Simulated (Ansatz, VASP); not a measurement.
## MgO: VASP beside Ansatz

File POSCAR:

```
MgO
1.0
    0.0000000000      2.1636000000      2.1636000000
    2.1636000000      0.0000000000      2.1636000000
    2.1636000000      2.1636000000      0.0000000000
Mg O
1 1
Direct
    0.0000000000      0.0000000000      0.0000000000
    0.5000000000      0.5000000000      0.5000000000
```

INCAR.step1

```
SYSTEM = MgO
PREC = Accurate
ENCUT = 520
ISMEAR = 0
SIGMA = 0.02
LREAL = .FALSE.
LASPH = .TRUE.
NELM = 100
NBANDS = 11
GGA = PE
ALGO = Normal
EDIFF = 1E-4
LWAVE = .TRUE.
LCHARG = .FALSE.
```

The input INCAR.step2:

```
SYSTEM = MgO
PREC = Accurate
ENCUT = 520
EDIFF = 1E-6
ISMEAR = 0
SIGMA = 0.02
LREAL = .FALSE.
LASPH = .TRUE.
NELM = 100
ALGO = Normal
ISIF = 2
LWAVE = .FALSE.
LCHARG = .FALSE.
METAGGA = R2SCAN
LMIXTAU = .TRUE.
NBANDS = 11
ISTART = 1
```

File KPOINTS:

```
Automatic mesh
0
G
  8 8 8
  0 0 0
```

Input for Ansatz:

```yaml
crystal:
  lattice:
    - [0.0, 2.1636, 2.1636]
    - [2.1636, 0.0, 2.1636]
    - [2.1636, 2.1636, 0.0]
  atoms:
    - { symbol: Mg, position: [0.0, 0.0, 0.0] }
    - { symbol: O, position: [0.5, 0.5, 0.5] }
hamiltonian:
  xc: r2scan
  pseudopotentials: { kind: paw }
basis:
  ecutwfc: 500
kpoints:
  mp_grid: { grid: [8, 8, 8] }
scf:
  occupations: { method: gaussian, width: 0.02 }
  lower_state_search: "off"
output:
  forces: true
  stress: true
  write_density: true
  write_potential: true
  elf: true
  volumetric_format: npy
```

Alike in both runs: task single point; functional r2SCAN; k mesh 8 × 8 × 8; occupations gaussian, width 0.02 eV; no spin polarisation.

|  | VASP | Ansatz |
| --- | --- | --- |
| version | VASP 6.6.1 | Ansatz 0.2.0 |
| potentials or method | VASP PAW PBE potentials, release 64 (Mg, O), cutoff 520 eV | PAW, plane waves, scalar-relativistic |
| valence electrons in the cell | 8 | 16 |

```csv
,VASP,Ansatz,Ansatz less VASP
gap on the k mesh at the Fermi level (eV),4.83,4.85,+0.025
pressure (GPa),-13.1,-12.1,+1.07
```

VASP's potentials were made for PBE, not for r2SCAN. VASP's potentials hold 8 valence electrons a cell and Ansatz's 16, so a difference there can come from the potentials and not from the codes.
